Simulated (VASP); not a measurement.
Runs of VASP 6.6.1 on ZnS (Wurtzite-6H). The structure is that of space group P6_3mc (No. 186), or close to it. The cells are those of the table. 

```tsv
level	cell	gap on the mesh (eV)	pressure (GPa)	largest force (eV/Å)
r2SCAN+rVV10	a = 3.837, b = 3.837, c = 18.814 Å, angles 90.0, 90.0, 120.0°, 12 atoms	2.59	-2.4	0.03
PBE	a = 3.837, b = 3.837, c = 18.814 Å, angles 90.0, 90.0, 120.0°, 12 atoms	2.08	0.8	0.03
PBEsol+D3(BJ)	a = 3.751, b = 3.751, c = 18.410 Å, angles 90.0, 90.0, 120.0°, 12 atoms	2.24	0.3	-
PBE	a = 3.786, b = 3.786, c = 18.565 Å, angles 90.0, 90.0, 120.0°, 12 atoms	2.26	3.9	0.03
PBE+D4	a = 3.800, b = 3.800, c = 18.655 Å, angles 90.0, 90.0, 120.0°, 12 atoms	(a)	0.2	-
PBE	a = 3.812, b = 3.812, c = 18.690 Å, angles 90.0, 90.0, 120.0°, 12 atoms	(b)	2.3	0.03
```

Alike in all rows: task single point; potentials or basis VASP PAW PBE potentials, release 64 (Zn, S); no spin polarisation; k mesh 8 × 8 × 2; cutoff (eV) 520; smearing fermi-dirac 0.05 eV.

Problem. Estimate the missing entries.

Solution. (a) 2.20; (b) 2.17.

Caveats: the PAW data sets were made with another functional, which shifts forces and pressure a little (some runs).

A k mesh can miss the band edges.
